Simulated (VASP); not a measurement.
# MoS2 (P6_3/mmc) in VASP: settings compared, part 2 of 2

VASP 6.6.1. Earlier steps stand in the parts before.

### Step 3. Single point, PBE+D3(BJ)+U

This run uses another cell than the first one, of 16.79 Å³/atom.

INCAR reads:

```
  PREC = Accurate
  ENCUT = 500
  EDIFF = 1E-6
  ISMEAR = 0
  SIGMA = 0.05
  LREAL = F
  LASPH = T
  NELM = 200
  ALGO = Normal
  ISIF = 2
  LWAVE = F
  LCHARG = F
  LMAXMIX = 4
  LDAU = T
  LDAUTYPE = 2
  LDAUL = 2 -1
  LDAUU = 8 0
  LDAUJ = 0 0
  LDAUPRINT = 1
  GGA = PE
  IVDW = 12
  NBANDS = 35
  GGA_COMPAT = F
```

KPOINTS reads:

```
Automatic mesh
0
Gamma
  12 12 4
```

POSCAR reads:

```
MoS2
1.0
    3.1493511256      0.0000000000      0.0000000000
   -1.5746755628      2.7274180802      0.0000000000
    0.0000000000      0.0000000000     11.7280312675
Mo S
2 4
Direct
    0.3333333333      0.6666666667      0.2500000000
    0.6666666667      0.3333333333      0.7500000000
    0.3333333333      0.6666666667      0.6204905688
    0.6666666667      0.3333333333      0.1204905688
    0.3333333333      0.6666666667      0.8795094312
    0.6666666667      0.3333333333      0.3795094312
```

Potentials or basis: VASP PAW PBE potentials, release 64 (Mo_sv, S).

Launch:

```
$ cat potpaw_PBE.64/Mo_sv/POTCAR potpaw_PBE.64/S/POTCAR > POTCAR
$ mpirun -np 1 vasp_std > vasp.out
```

OUTCAR:

```text
PREC = Accurate
   ENCUT = 500
   EDIFF = 1E-6
   ISMEAR = 0
   LREAL = F
   LASPH = T
   NELM = 200
   ISIF = 2
   GGA = PE
   IVDW = 12
 IVDW          = 12

 ion  position               nearest neighbor table
   1  0.333  0.667  0.250-   4 2.37   6 2.37   4 2.37   6 2.37   4 2.37   6 2.37
   2  0.667  0.333  0.750-   3 2.37   5 2.37   3 2.37   5 2.37   3 2.37   5 2.37
   3  0.333  0.667  0.620-   2 2.37   2 2.37   2 2.37
   4  0.667  0.333  0.120-   1 2.37   1 2.37   1 2.37
   5  0.333  0.667  0.880-   2 2.37   2 2.37   2 2.37
   6  0.667  0.333  0.380-   1 2.37   1 2.37   1 2.37

  LATTYP: Found a hexagonal cell.
 ALAT       =     3.1493511256
 C/A-ratio  =     3.7239516331

  Lattice vectors:

 A1 = (   3.1493511256,   0.0000000000,   0.0000000000)
 A2 = (  -1.5746755628,   2.7274180802,   0.0000000000)
 A3 = (   0.0000000000,   0.0000000000,  11.7280312675)

Analysis of symmetry for initial positions (statically):
=====================================================================
 Subroutine PRICEL returns:
 Original cell was already a primitive cell.

 Routine SETGRP: Setting up the symmetry group for a
 hexagonal supercell.

 Subroutine GETGRP returns: Found 24 space group operations
 (whereof 12 operations were pure point group operations)
 out of a pool of 24 trial point group operations.

The static configuration has the point symmetry D_3d.
 The point group associated with its full space group is D_6h.

Analysis of symmetry for dynamics (positions and initial velocities):
=====================================================================
 Subroutine PRICEL returns:
 Original cell was already a primitive cell.

 Routine SETGRP: Setting up the symmetry group for a
 hexagonal supercell.

 Subroutine GETGRP returns: Found 24 space group operations
 (whereof 12 operations were pure point group operations)
 out of a pool of 24 trial point group operations.

[... 213 lines left out ...]
  o =  0.3742  v =  0.0000  0.0000  0.0000  0.0000  0.0000  0.0000  0.0000 -0.0000  0.0000 -1.0000      0.0000  0.0000  0.0000  0.0000  0.0000  0.0000  0.0000  0.0000  0.0000  0.0000
  o =  0.3742  v =  0.0000  0.0000 -0.0000  0.0000 -1.0000  0.0000  0.0000  0.0000  0.0000  0.0000      0.0000  0.0000  0.0000  0.0000  0.0000  0.0000  0.0000  0.0000  0.0000  0.0000
  o =  0.4542  v =  0.0000  0.0000  0.0000  0.0000  0.0000  0.0000 -0.0000  1.0000 -0.0000 -0.0000      0.0000  0.0000  0.0000  0.0000  0.0000  0.0000  0.0000  0.0000  0.0000  0.0000
  o =  0.4542  v =  0.0000 -0.0000  1.0000 -0.0000 -0.0000  0.0000  0.0000  0.0000  0.0000  0.0000      0.0000  0.0000  0.0000  0.0000  0.0000  0.0000  0.0000  0.0000  0.0000  0.0000

 number of electron      51.9999997 magnetization

 Free energy of the ion-electron system (eV)
  ---------------------------------------------------
  ext. energy  EPLUGINS =         0.00000000
  ---------------------------------------------------
  free energy    TOTEN  =       -24.20950334 eV

  energy without entropy =      -24.20950334  energy(sigma->0) =      -24.20950334

 E-fermi :   8.8601     XC(G=0): -11.1763

 val. band max:        8.6297531040   @ k =   0.0000   0.0000   0.0000
 cond. band min:       9.1747507367   @ k =   0.3333   0.3333   0.0000
 fundamental gap:      0.5449976328
 Fermi energy:         8.8601141824

 k-point     1 :       0.0000    0.0000    0.0000
  band No.  band energies     occupation
      1     -53.7967      2.00000
      2     -53.7966      2.00000
      3     -27.8645      2.00000
      4     -27.8643      2.00000
      5     -27.7567      2.00000
      6     -27.7567      2.00000
[... 901 lines left out ...]
     34      12.4469      0.00000
     35      15.0139      0.00000

 [... further k-points ...]

------------------------ aborting loop because EDIFF is reached ----------------------------------------

 Edisp (eV)   -2.70911

 E8    (eV) :    -1.0923

  FORCE on cell =-STRESS in cart. coord.  units (eV):
  Direction    XX          YY          ZZ          XY          YZ          ZX
  --------------------------------------------------------------------------------------
  -------------------------------------------------------------------------------------
  Total       5.71584     5.71584     9.88380     0.00000    -0.00000     0.00000
  in kB      90.90612    90.90612   157.19428     0.00000    -0.00000     0.00000
  external pressure =      113.00 kB  Pullay stress =        0.00 kB

 VOLUME and BASIS-vectors are now :
 -----------------------------------------------------------------------------
  energy-cutoff  :      500.00
  volume of cell :      100.74
      direct lattice vectors                 reciprocal lattice vectors
     3.149351126  0.000000000  0.000000000     0.317525725  0.183323563  0.000000000
    -1.574675563  2.727418080  0.000000000     0.000000000  0.366647126  0.000000000
     0.000000000  0.000000000 11.728031268     0.000000000  0.000000000  0.085265803

 POSITION                                       TOTAL-FORCE (eV/Angst)
 -----------------------------------------------------------------------------------
     -0.00000      1.81828      2.93201        -0.000000      0.000000     -0.000000
      1.57468      0.90914      8.79602         0.000000     -0.000000     -0.000000
     -0.00000      1.81828      7.27713        -0.000000      0.000000     -1.491456
      1.57468      0.90914      1.41312         0.000000     -0.000000     -1.491456
     -0.00000      1.81828     10.31491        -0.000000      0.000000      1.491456
      1.57468      0.90914      4.45090         0.000000     -0.000000      1.491456
 -----------------------------------------------------------------------------------
    total drift:                               -0.000000      0.000000     -0.000000

  FREE ENERGIE OF THE ION-ELECTRON SYSTEM (eV)
  ---------------------------------------------------
  free  energy   TOTEN  =       -26.9186179128 eV

  energy  without entropy=      -26.9186179128  energy(sigma->0) =      -26.91861791
```

Wall time 3.9 min (1 thread of Oxide Virtual Turin-like, shared host); peak memory 0.28 GiB.

What came out:

- Free energy: -26.9186 eV
- Pressure: 11.3 GPa
- Largest force: 1.491 eV/Å
- Band gap on the k mesh: 0.55 eV (least direct gap 1.20 eV)
- Dispersion energy per atom: -0.452 eV

Forces on the atoms (eV/Å):
```
Mo   0.000  0.000  0.000
Mo   0.000  0.000  0.000
S    0.000  0.000 -1.491
S    0.000  0.000 -1.491
S    0.000  0.000  1.491
S    0.000  0.000  1.491
```

Stress tensor (GPa, compression positive):
```
 9.09  0.00  0.00
 0.00  9.09  0.00
 0.00  0.00 15.72
```

Eigenvalues of the final occupation matrices:
| site | spin | trace | eigenvalues |
| --- | --- | --- | --- |
| site 1 d | 1 | 1.95 | 0.37 0.37 0.37 0.37 0.45 |
| site 1 d | 2 | 1.95 | 0.37 0.37 0.37 0.37 0.45 |
| site 2 d | 1 | 1.95 | 0.37 0.37 0.37 0.37 0.45 |
| site 2 d | 2 | 1.95 | 0.37 0.37 0.37 0.37 0.45 |

Caveat: the stress differs along the axes, from 9 to 16 GPa; forces of over 1 eV/Å act on the atoms, so gaps and moduli don't describe the material at rest. A k mesh can miss the band edges.
